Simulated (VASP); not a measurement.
# NiOs8PdPt2 (P1) in VASP: single point with PBE

Aim: the single point of NiOs8PdPt2 with PBE.

All numbers are computed with VASP 6.6.1; they aren't measurements. Logs are shortened: lines on timing, memory, paths and dates and some standing lists are left out, and cuts for length are marked.

## 1. The cell of the first run

The typed cell holds 12 atoms: a = 4.759 Å, b = 6.482 Å, c = 6.456 Å, α = 78.68°, β = 68.37°, γ = 68.51°.

## 2. Single point, PBE

File INCAR:

```
SYSTEM = NiOs8PdPt2
PREC     = Accurate       ! precision mode
ENCUT    = 520            ! plane-wave cutoff, eV
EDIFF    = 1E-6           ! SCF threshold, eV
ISMEAR   = 0              ! smearing method
SIGMA    = 0.1            ! smearing width, eV
LREAL    = .False.        ! projectors in reciprocal space
LASPH    = .True.         ! aspherical terms in the spheres
NELM     = 80             ! most SCF steps
ALGO     = Fast           ! electronic algorithm
ISIF     = 2              ! what is computed and relaxed
LWAVE    = .False.        ! write WAVECAR
LCHARG   = .True.         ! write CHGCAR
GGA      = PE             ! functional
LELF     = .True.         ! ELF
LVHAR    = .True.       
ISYM     = 0            
NBANDS   = 64             ! bands
```

File KPOINTS:

```
Automatic mesh
0
Gamma
  5 4 4
  0 0 0
```

File POSCAR:

```
NiOs8PdPt2
1.0
    4.1221410924      2.3782902274     -0.0014380398
    0.0030262065      4.7487975734      4.4121251867
    4.1057183927     -2.3525199220      4.3912588289
Ni Pd Os Pt
1 1 8 2
Direct
    0.9545900119      0.0345524369      0.7153744299
    0.5372509171      0.7983598563      0.4571239734
    0.0387895829      0.2924500212      0.9537279864
    0.0479593368      0.6280915620      0.6254505649
    0.0437723686      0.9470937630      0.2878157459
    0.5514916792      0.1230165583      0.1266650575
    0.9554993236      0.7142830705      0.0300878603
    0.4562559194      0.5398282894      0.2095306733
    0.4523433800      0.8890158725      0.8797494312
    0.4481585821      0.2091406976      0.5434822877
    0.5398337131      0.4582272545      0.7958927891
    0.9648863264      0.3655796269      0.3711259981
```

Potentials or basis: VASP PAW PBE potentials, release 64 (Ni, Pd, Os, Pt).

Started as:

```bash
$ cat potpaw_PBE.64/Ni/POTCAR potpaw_PBE.64/Pd/POTCAR potpaw_PBE.64/Os/POTCAR potpaw_PBE.64/Pt/POTCAR > POTCAR
$ mpirun -np 1 vasp_std > vasp.out
```

OUTCAR:

```text
SYSTEM = NiOs8PdPt2
   PREC = Accurate
   ENCUT = 520
   EDIFF = 1E-6
   ISMEAR = 0
   LREAL = .False.
   LASPH = .True.
   NELM = 80
   ISIF = 2
   GGA = PE
   ISYM = 0

 ion  position               nearest neighbor table
   1  0.955  0.035  0.715-   7 2.60   4 2.65   6 2.66   9 2.67   3 2.70   2 2.70   9 2.73  11 2.75
                            10 2.75  12 2.77   5 2.77  10 2.79
   2  0.537  0.798  0.457-  10 2.68   6 2.69   5 2.70   1 2.70   4 2.71   5 2.73   8 2.74   9 2.76
                             7 2.76  11 2.78   4 2.80  12 2.81
   3  0.039  0.292  0.954-   9 2.64  10 2.66   1 2.70  12 2.70   6 2.70  11 2.70   8 2.72   4 2.72
                             7 2.73  11 2.75   5 2.79   6 2.82
   4  0.048  0.628  0.625-   7 2.62   1 2.65   8 2.69   5 2.69  10 2.70   2 2.71   3 2.72  11 2.73
                             9 2.78  11 2.79  12 2.80   2 2.80
   5  0.044  0.947  0.288-   9 2.63   8 2.66   7 2.68   6 2.69   4 2.69   2 2.70   2 2.73  12 2.73
                             1 2.77   3 2.79  10 2.79   6 2.81
   6  0.551  0.123  0.127-   9 2.66   1 2.66   7 2.67  10 2.68   2 2.69   5 2.69  12 2.70   8 2.70
                             3 2.70  11 2.73   5 2.81   3 2.82
   7  0.955  0.714  0.030-   1 2.60   4 2.62   6 2.67   5 2.68   9 2.69  11 2.70   3 2.73   2 2.76
                             9 2.77   8 2.77   8 2.80  12 2.83
   8  0.456  0.540  0.210-   5 2.66  11 2.68   4 2.69   6 2.70   3 2.72  10 2.73   2 2.74  12 2.74
                            12 2.76   7 2.77   9 2.79   7 2.80
   9  0.452  0.889  0.880-   5 2.63   3 2.64   6 2.66   1 2.67  10 2.69   7 2.69   1 2.73   2 2.76
                             7 2.77   4 2.78   8 2.79  11 2.80
  10  0.448  0.209  0.543-   3 2.66   2 2.68   6 2.68   9 2.69  12 2.70   4 2.70   8 2.73  11 2.74
                             1 2.75  12 2.77   5 2.79   1 2.79
  11  0.540  0.458  0.796-   8 2.68   7 2.70   3 2.70   4 2.73   6 2.73  10 2.74   3 2.75   1 2.75
                            12 2.76   2 2.78   4 2.79   9 2.80
  12  0.965  0.366  0.371-   6 2.70   3 2.70  10 2.70   5 2.73   8 2.74   8 2.76  11 2.76   1 2.77
                            10 2.77   4 2.80   2 2.81   7 2.83

IMPORTANT INFORMATION: All symmetrisations will be switched off!
NOSYMM: (Re-)initialisation of all symmetry stuff for point group C_1.

----------------------------------------------------------------------------------------

                                     Primitive cell

  volume of cell :     171.8251

  direct lattice vectors                    reciprocal lattice vectors
     4.122141092  2.378290227 -0.001438040     0.181770958  0.105349308 -0.113512785
     0.003026207  4.748797573  4.412125187    -0.060761236  0.105382121  0.113266396
     4.105718393 -2.352519922  4.391258829     0.061109486 -0.105848375  0.113883346

  length of vectors
     4.759024444  6.482124360  6.455573375     0.238797634  0.166212501  0.167055872

  position of ions in fractional coordinates (direct lattice)
     0.954590012  0.034552437  0.715374430
     0.537250917  0.798359856  0.457123973
     0.038789583  0.292450021  0.953727986
     0.047959337  0.628091562  0.625450565
     0.043772369  0.947093763  0.287815746
     0.551491679  0.123016558  0.126665057
     0.955499324  0.714283071  0.030087860
     0.456255919  0.539828289  0.209530673
     0.452343380  0.889015873  0.879749431
     0.448158582  0.209140698  0.543482288
     0.539833713  0.458227255  0.795892789
     0.964886326  0.365579627  0.371125998

  ion indices of the primitive-cell ions
   primitive index   ion index
                 1           1
                 2           2
                 3           3
                 4           4
                 5           5
                 6           6
                 7           7
                 8           8
                 9           9
                10          10
                11          11
                12          12

----------------------------------------------------------------------------------------

 KPOINTS: Automatic mesh

Automatic generation of k-mesh.
 Grid dimensions read from file:
 generate k-points for:    5    4    4

 Generating k-lattice:

  Cartesian coordinates                     Fractional coordinates (reciprocal lattice)
     0.036354192  0.021069862 -0.022702557     0.200000000 -0.000000000  0.000000000
    -0.015190309  0.026345530  0.028316599     0.000000000  0.250000000 -0.000000000
     0.015277372 -0.026462094  0.028470836    -0.000000000  0.000000000  0.250000000

  Length of vectors
     0.047759527  0.041553125  0.041763968

  Shift w.r.t. Gamma in fractional coordinates (k-lattice)
     0.000000000  0.000000000  0.000000000

 Subroutine IBZKPT returns following result:
 ===========================================

 Found     42 irreducible k-points:

 Following reciprocal coordinates:
            Coordinates               Weight
  0.000000  0.000000  0.000000      1.000000
  0.200000  0.000000  0.000000      2.000000
  0.400000  0.000000  0.000000      2.000000
 -0.000000  0.250000 -0.000000      2.000000
  0.200000  0.250000 -0.000000      2.000000
  0.400000  0.250000  0.000000      2.000000
[... 16 lines left out ...]
  0.200000  0.500000  0.250000      2.000000
  0.400000  0.500000  0.250000      2.000000
 [... further k-points ...]
   k-points           NKPTS =     42   k-points in BZ     NKDIM =     42   number of bands    NBANDS=     64
   number of dos      NEDOS =    301   number of ions     NIONS =     12
   total plane-waves  NPLWV =  82944
   dimension x,y,z NGX =    36 NGY =   48 NGZ =   48
   dimension x,y,z NGXF=    72 NGYF=   96 NGZF=   96
   ions per type =               1   1   8   2
   NGX,Y,Z   is equivalent  to a cutoff of  12.58, 12.31, 12.36 a.u.
   NGXF,Y,Z  is equivalent  to a cutoff of  25.15, 24.62, 24.72 a.u.
 SYSTEM =  NiOs8PdPt2
   PREC   = accura    normal or accurate (medium, high low for compatibility)
   ISTART =      0    job   : 0-new  1-cont  2-samecut
   ICHARG =      2    charge: 1-file 2-atom 10-const
   ISPIN  =      1    spin polarized calculation?
   LNONCOLLINEAR =      F non collinear calculations
   LSORBIT =      F    spin-orbit coupling
   LASPH  =      T    aspherical Exc in radial PAW
   ENCUT  =  520.0 eV  38.22 Ry    6.18 a.u.   8.85 12.05 12.00*2*pi/ulx,y,z
   NELM   =     80;   NELMIN=  2; NELMDL= -5     # of ELM steps
   EDIFF  = 0.1E-05   stopping-criterion for ELM
   LREAL  =      F    real-space projection
   EDIFFG = 0.1E-04   stopping-criterion for IOM
   NSW    =      0    number of steps for IOM
   IBRION =     -1    ionic relax: 0-MD 1-quasi-New 2-CG
   NFREE  =      0    steps in history (QN), initial steepest desc. (CG)
   ISIF   =      2    stress and relaxation
   ISYM   =      0    0-nonsym 1-usesym 2-fastsym
   POTIM  = 0.5000    time-step for ionic-motion
   TEBEG  =    0.0;   TEEND  =   0.0 temperature during run
   PSTRESS=    0.0 pullay stress
   NELECT =     104.0000    total number of electrons
   NUPDOWN=      -1.0000    fix difference up-down
   EMIN   =  10.00;   EMAX   =-10.00  energy-range for DOS
   EFERMI =   0.00;   METHOD = LEGACY
   ISMEAR =     0;   SIGMA  =   0.10  broadening in eV -4-tet -1-fermi 0-gaus
   EFERMI_NEDOS =   21; number of points for ismear=-14 and -15
   IALGO  =     68    algorithm
   IMIX   =      4    mixing-type and parameters
     AMIX     =   0.40;   BMIX     =  1.00
     AMIX_MAG =   1.60;   BMIX_MAG =  1.00
  volume/ion in A,a.u.               =      14.32        96.63
  Fermi-wavevector in a.u.,A,eV,Ry     =   1.384811  2.616913 26.091902  1.917701
  Thomas-Fermi vector in A             =   2.509280
   LORBIT       =      0    0 simple, 1 ext, 2 COOP (PROOUT), +10 PAW based schemes
   GGA     = PE    functional components
   LHFCALC =     F    Hartree Fock is set to
   AEXX    =    0.0000 exact exchange contribution
   IVDW    =     0    specifies the selected vdW correction
   LEPSILON=     F    determine dielectric tensor
   LRPA    =     F    only Hartree local field effects (RPA)
 non-spin polarized calculation
 RMM-DIIS sequential band-by-band and
 Gauss-broadening in eV      SIGMA  =   0.10
  energy-cutoff  :      520.00
  volume of cell :      171.83
 maximum number of plane-waves:      4660
   NGX = 17   NGY = 25   NGZ = 23

 number of electron     104.0000008 magnetization

 Free energy of the ion-electron system (eV)
  ---------------------------------------------------
  ext. energy  EPLUGINS =         0.00000000
  ---------------------------------------------------
  free energy    TOTEN  =      -111.03898688 eV

  energy without entropy =     -110.99478164  energy(sigma->0) =     -111.01688426

 E-fermi :   9.6647     XC(G=0): -13.6967

 val. band max:        9.6561473045   @ k =  -0.4000   0.2500   0.2500
 cond. band min:       9.6756137408   @ k =   0.4000  -0.2500   0.2500
 fundamental gap:      0.0194664363
 Fermi energy:         9.6647015478

 k-point     1 :       0.0000    0.0000    0.0000
  band No.  band energies     occupation
      1      -0.7741      2.00000
      2       2.2320      2.00000
      3       2.5276      2.00000
      4       2.5926      2.00000
      5       3.0222      2.00000
      6       3.1264      2.00000
[... 56 lines left out ...]
     63      11.3807      0.00000
     64      11.5067      0.00000

 k-point     2 :       0.2000    0.0000    0.0000
  band No.  band energies     occupation
      1      -0.2949      2.00000
      2       2.3911      2.00000
      3       2.5115      2.00000
      4       2.5759      2.00000
      5       2.7096      2.00000
      6       2.9618      2.00000
[... 56 lines left out ...]
     63      11.2336      0.00000
     64      11.4176      0.00000

 k-point     3 :       0.4000    0.0000    0.0000
  band No.  band energies     occupation
      1       0.9681      2.00000
      2       2.1892      2.00000
      3       2.2914      2.00000
      4       2.3762      2.00000
      5       2.8580      2.00000
      6       2.9007      2.00000
[... 1396 lines left out ...]
     63      11.5604      0.00000
     64      11.6397      0.00000

 k-point    24 :       0.4000    0.5000    0.2500
  band No.  band energies     occupation
      1       1.0084      2.00000
      2       2.2666      2.00000
      3       2.3031      2.00000
      4       2.5132      2.00000
      5       2.7239      2.00000
      6       2.9286      2.00000
[... 56 lines left out ...]
     63      11.3626      0.00000
     64      11.8257      0.00000

 [... further k-points ...]
[... 5 lines left out ...]
  --------------------------------------------------------------------------------------
  -------------------------------------------------------------------------------------
  Total       -0.3982805     -0.4559281     -0.5354930     -0.0356670     -0.0011625      0.0234724
  in kB       -3.7137528     -4.2512865     -4.9931863     -0.3325761     -0.0108394      0.2188679
  external PRESSURE =      -4.3194085 kB  Pullay stress =       0.0000000 kB

 VOLUME and BASIS-vectors are now :
 -----------------------------------------------------------------------------
  energy-cutoff  :      520.00
  volume of cell :      171.83
      direct lattice vectors                 reciprocal lattice vectors
     4.122141092  2.378290227 -0.001438040     0.181770958  0.105349308 -0.113512785
     0.003026207  4.748797573  4.412125187    -0.060761236  0.105382121  0.113266396
     4.105718393 -2.352519922  4.391258829     0.061109486 -0.105848375  0.113883346

 POSITION                                       TOTAL-FORCE (eV/Angst)
 -----------------------------------------------------------------------------------
      6.87219      0.75144      3.29247        -0.013438      0.004735     -0.019266
      4.09386      3.99359      5.52904         0.001829      0.006455      0.011165
      4.07652     -0.76263      5.47834         0.007373      0.028465      0.001291
      2.76752      1.62536      5.51766         0.018761     -0.002010     -0.010039
      1.36499      3.92457      5.44251        -0.008934     -0.008003     -0.025415
      2.79375      1.59781      1.09819        -0.015415     -0.031093     -0.009158
      4.06440      5.59366      3.28226         0.015508      0.035474      0.014512
      2.74266      3.15572      3.30124         0.001797     -0.034774      0.021854
      5.47932      3.22793      7.78501         0.002995     -0.008370      0.002676
      4.07939      0.78047      3.30868        -0.001390      0.006865      0.003494
      5.49437      1.58756      5.51595        -0.016703      0.007280     -0.008797
      5.50224      3.15776      3.24131         0.007616     -0.005025      0.017682
 -----------------------------------------------------------------------------------
    total drift:                               -0.000472      0.000497      0.000226

  FREE ENERGIE OF THE ION-ELECTRON SYSTEM (eV)
  ---------------------------------------------------
  free  energy   TOTEN  =      -111.0389868850 eV

  energy  without entropy=     -110.9947816381  energy(sigma->0) =     -111.01688426
```

It took 17 min on 1 thread of Intel Xeon Platinum 8259CL at 2.50GHz (Skylake/Cascade Lake), shared host; peak memory 0.57 GiB.

Results:

```yaml
Free_energy: -111.0390 eV
Pressure: -0.4 GPa
Largest_force: 0.041 eV/Å
Band_gap_on_the_k_mesh: zero (bands 52 and 53 overlap by 0.39 eV)
```

Forces in eV/Å, atoms in the order of the input:
```
Ni  -0.013  0.005 -0.019
Pd   0.002  0.006  0.011
Os   0.007  0.028  0.001
Os   0.019 -0.002 -0.010
Os  -0.009 -0.008 -0.025
Os  -0.015 -0.031 -0.009
Os   0.016  0.035  0.015
Os   0.002 -0.035  0.022
Os   0.003 -0.008  0.003
Os  -0.001  0.007  0.003
Pt  -0.017  0.007 -0.009
Pt   0.008 -0.005  0.018
```

Caveat: spin-orbit coupling is left out, which moves the levels of the heavy elements.
